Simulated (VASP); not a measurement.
# Se (Cmce) in VASP: single point with r2SCAN

Aim: the single point of Se with r2SCAN.

All numbers are computed with VASP 6.6.1; they aren't measurements. Logs are shortened: lines on timing, memory, paths and dates and some standing lists are left out, and cuts for length are marked.

### 1 The cell of the first run

The structure is orthorhombic, space group Cmce (No. 64). The conventional cell has a = 5.079 Å, b = 8.608 Å, c = 5.086 Å, α = 90.00°, β = 90.00°, γ = 90.00°. Se (site symmetry m) has 7 Se at 2.74 to 3.15 Å within 3.6 Å.

### 2 Single point, r2SCAN

File POSCAR:

```
Se
1.0
    2.5394014253     -4.3038144891      0.0000000000
    2.5394014253      4.3038144891      0.0000000000
    0.0000000000      0.0000000000      5.0855585242
Se
4
Direct
    0.1525000000      0.8475000000      0.0785000000
    0.6525000000      0.3475000000      0.4215000000
    0.8475000000      0.1525000000      0.9215000000
    0.3475000000      0.6525000000      0.5785000000
```

File INCAR.step1:

```
SYSTEM = Se
PREC = Accurate
ENCUT = 520
ISMEAR = 0
SIGMA = 0.1
LREAL = .False.
LASPH = .True.
NELM = 100
NBANDS = 20
GGA = PE
ALGO = Normal
EDIFF = 1E-4
LWAVE = .True.
LCHARG = .False.
```

File INCAR.step2:

```
SYSTEM = Se
PREC = Accurate
ENCUT = 520
EDIFF = 1E-6
ISMEAR = 0
SIGMA = 0.1
LREAL = .False.
LASPH = .True.
NELM = 100
ALGO = Normal
ISIF = 2
LWAVE = .False.
LCHARG = .False.
METAGGA = R2SCAN
LMIXTAU = .True.
NBANDS = 20
ISTART = 1
```

File KPOINTS:

```
Automatic mesh
0
Gamma
  4 4 4
  0 0 0
```

Potentials or basis: VASP PAW PBE potentials, release 64 (Se).

Command:

```
$ cat potpaw_PBE.64/Se/POTCAR > POTCAR
$ cp INCAR.step1 INCAR
$ mpirun -np 1 vasp_std > vasp.out
$ cp INCAR.step2 INCAR
$ mpirun -np 1 vasp_std > vasp.out
```

OUTCAR:

```text
SYSTEM = Se
   PREC = Accurate
   ENCUT = 520
   EDIFF = 1E-6
   ISMEAR = 0
   LREAL = .False.
   LASPH = .True.
   NELM = 100
   ISIF = 2
   METAGGA = R2SCAN
   ISTART = 1

 ion  position               nearest neighbor table
   1  0.153  0.847  0.078-   3 2.74
   2  0.653  0.347  0.422-   4 2.74
   3  0.847  0.153  0.922-   1 2.74
   4  0.347  0.653  0.578-   2 2.74

  LATTYP: Found a base centered orthorhombic cell.
 ALAT       =     5.0788028506
 B/A-ratio  =     1.6948145521
 C/A-ratio  =     1.0013301705

  Lattice vectors:

 A1 = (   2.5394014253,  -4.3038144891,   0.0000000000)
 A2 = (   2.5394014253,   4.3038144891,   0.0000000000)
 A3 = (   0.0000000000,   0.0000000000,   5.0855585242)

Analysis of symmetry for initial positions (statically):
=====================================================================
 Subroutine PRICEL returns:
 Original cell was already a primitive cell.

 Routine SETGRP: Setting up the symmetry group for a
 base centered orthorhombic supercell.

 Subroutine GETGRP returns: Found  8 space group operations
 (whereof  4 operations were pure point group operations)
 out of a pool of  8 trial point group operations.

The static configuration has the point symmetry C_2h.
 The point group associated with its full space group is D_2h.

Analysis of symmetry for dynamics (positions and initial velocities):
=====================================================================
 Subroutine PRICEL returns:
 Original cell was already a primitive cell.

 Routine SETGRP: Setting up the symmetry group for a
 base centered orthorhombic supercell.

 Subroutine GETGRP returns: Found  8 space group operations
 (whereof  4 operations were pure point group operations)
 out of a pool of  8 trial point group operations.

The dynamic configuration has the point symmetry C_2h.
 The point group associated with its full space group is D_2h.

 Subroutine INISYM returns: Found  8 space group operations
 (whereof  4 operations are pure point group operations),
 and found     1 'primitive' translations

----------------------------------------------------------------------------------------

                                     Primitive cell

  volume of cell :     111.1613

  direct lattice vectors                    reciprocal lattice vectors
[... 85 lines left out ...]
   ENCUT  =  520.0 eV  38.22 Ry    6.18 a.u.   9.29  9.29  9.46*2*pi/ulx,y,z
   NELM   =    100;   NELMIN=  2; NELMDL=  0     # of ELM steps
   EDIFF  = 0.1E-05   stopping-criterion for ELM
   LREAL  =      F    real-space projection
   EDIFFG = 0.1E-04   stopping-criterion for IOM
   NSW    =      0    number of steps for IOM
   IBRION =     -1    ionic relax: 0-MD 1-quasi-New 2-CG
   NFREE  =      0    steps in history (QN), initial steepest desc. (CG)
   ISIF   =      2    stress and relaxation
   ISYM   =      2    0-nonsym 1-usesym 2-fastsym
   POTIM  = 0.5000    time-step for ionic-motion
   TEBEG  =    0.0;   TEEND  =   0.0 temperature during run
   PSTRESS=    0.0 pullay stress
   NELECT =      24.0000    total number of electrons
   NUPDOWN=      -1.0000    fix difference up-down
   EMIN   =  10.00;   EMAX   =-10.00  energy-range for DOS
   EFERMI =   0.00;   METHOD = LEGACY
   ISMEAR =     0;   SIGMA  =   0.10  broadening in eV -4-tet -1-fermi 0-gaus
   EFERMI_NEDOS =   21; number of points for ismear=-14 and -15
   IALGO  =     38    algorithm
   IMIX   =      4    mixing-type and parameters
     AMIX     =   0.40;   BMIX     =  1.00
     AMIX_MAG =   1.60;   BMIX_MAG =  1.00
  volume/ion in A,a.u.               =      27.79       187.54
  Fermi-wavevector in a.u.,A,eV,Ry     =   0.982111  1.855921 13.123400  0.964543
  Thomas-Fermi vector in A             =   2.113169
   LORBIT       =      0    0 simple, 1 ext, 2 COOP (PROOUT), +10 PAW based schemes
   METAGGA = R2SCAN    functional components
   LHFCALC =     F    Hartree Fock is set to
   AEXX    =    0.0000 exact exchange contribution
   IVDW    =     0    specifies the selected vdW correction
   LEPSILON=     F    determine dielectric tensor
   LRPA    =     F    only Hartree local field effects (RPA)
 non-spin polarized calculation
 Gauss-broadening in eV      SIGMA  =   0.10
  energy-cutoff  :      520.00
  volume of cell :      111.16
 maximum number of plane-waves:      3012
 NGX is ok and might be reduce to    40
   NGX = 19   NGY = 19   NGZ = 19

 number of electron      24.0000001 magnetization

 Free energy of the ion-electron system (eV)
  ---------------------------------------------------
  ext. energy  EPLUGINS =         0.00000000
  ---------------------------------------------------
  free energy    TOTEN  =       -54.42885753 eV

  energy without entropy =      -54.40791058  energy(sigma->0) =      -54.41838406

 E-fermi :   2.2624     XC(G=0):  -9.3942

 val. band max:        2.2137104877   @ k =   0.0000   0.0000   0.2500
 cond. band min:       2.2831601720   @ k =   0.0000   0.0000   0.0000
 fundamental gap:      0.0694496843
 Fermi energy:         2.2624270163

 k-point     1 :       0.0000    0.0000    0.0000
  band No.  band energies     occupation
      1     -13.1225      2.00000
      2     -10.7182      2.00000
      3      -9.5969      2.00000
      4      -9.5427      2.00000
      5      -2.3551      2.00000
      6      -2.1935      2.00000
[... 472 lines left out ...]
     19      11.2718      0.00000
     20      11.2763      0.00000

------------------------ aborting loop because EDIFF is reached ----------------------------------------

  FORCE on cell =-STRESS in cart. coord.  units (eV):
  Direction    XX          YY          ZZ          XY          YZ          ZX
  --------------------------------------------------------------------------------------
  -------------------------------------------------------------------------------------
  Total       -4.2845826     -6.9555715     -1.5613243      0.0000000      0.0000000      0.0000000
  in kB      -61.7540642   -100.2512616    -22.5035035      0.0000000      0.0000000      0.0000000
  external PRESSURE =     -61.5029431 kB  Pullay stress =       0.0000000 kB

 VOLUME and BASIS-vectors are now :
 -----------------------------------------------------------------------------
  energy-cutoff  :      520.00
  volume of cell :      111.16
      direct lattice vectors                 reciprocal lattice vectors
     2.539401425 -4.303814489  0.000000000     0.196896794 -0.116176011  0.000000000
     2.539401425  4.303814489  0.000000000     0.196896794  0.116176011  0.000000000
     0.000000000  0.000000000  5.085558524     0.000000000  0.000000000  0.196635236

 POSITION                                       TOTAL-FORCE (eV/Angst)
 -----------------------------------------------------------------------------------
      2.53940      2.99115      0.39922         0.000000      1.055379     -0.090911
      2.53940     -1.31266      2.14356         0.000000      1.055379      0.090911
      2.53940     -2.99115      4.68634         0.000000     -1.055379      0.090911
      2.53940      1.31266      2.94200         0.000000     -1.055379     -0.090911
 -----------------------------------------------------------------------------------
    total drift:                                0.000000     -0.000000     -0.000000

  FREE ENERGIE OF THE ION-ELECTRON SYSTEM (eV)
  ---------------------------------------------------
  free  energy   TOTEN  =       -54.4288575336 eV

  energy  without entropy=      -54.4079105849  energy(sigma->0) =      -54.41838406
```

OSZICAR.step1:

```text
N       E                     dE             d eps       ncg     rms          rms(c)
DAV:   1     0.110329136349E+03    0.11033E+03   -0.97377E+03   840   0.100E+03
DAV:   2    -0.357825653504E+01   -0.11391E+03   -0.11143E+03  1192   0.159E+02
DAV:   3    -0.117089382199E+02   -0.81307E+01   -0.80333E+01  1020   0.458E+01
DAV:   4    -0.117951795528E+02   -0.86241E-01   -0.86191E-01   976   0.544E+00
DAV:   5    -0.117958028203E+02   -0.62327E-03   -0.62323E-03   972   0.488E-01    0.511E+00
DAV:   6    -0.117877409672E+02    0.80619E-02   -0.15478E-02   984   0.653E-01    0.303E+00
DAV:   7    -0.117882767373E+02   -0.53577E-03   -0.27463E-02   908   0.879E-01    0.145E-01
DAV:   8    -0.117882355417E+02    0.41196E-04   -0.17649E-03   968   0.219E-01    0.597E-02
DAV:   9    -0.117882944575E+02   -0.58916E-04   -0.13229E-04   588   0.642E-02
   1 F= -.11788294E+02 E0= -.11777380E+02  d E =-.218295E-01
```

Run time: 4.8 min. Hardware: 1 thread of Intel Xeon 8259CL, shared host; peak memory 0.26 GiB.

What came out:

| Quantity | Value |
| --- | --- |
| Free energy | -54.4289 eV |
| Pressure | -6.2 GPa |
| Largest force | 1.059 eV/Å |
| Band gap on the k mesh | zero (bands 12 and 13 overlap by 0.33 eV) |

Forces in eV/Å, atoms in the order of the input:
```
Se   0.000  1.055 -0.091
Se   0.000  1.055  0.091
Se   0.000 -1.055  0.091
Se   0.000 -1.055 -0.091
```

Caveat: the cell stands under tension; the PAW data sets were made with another functional, which shifts forces and pressure a little.
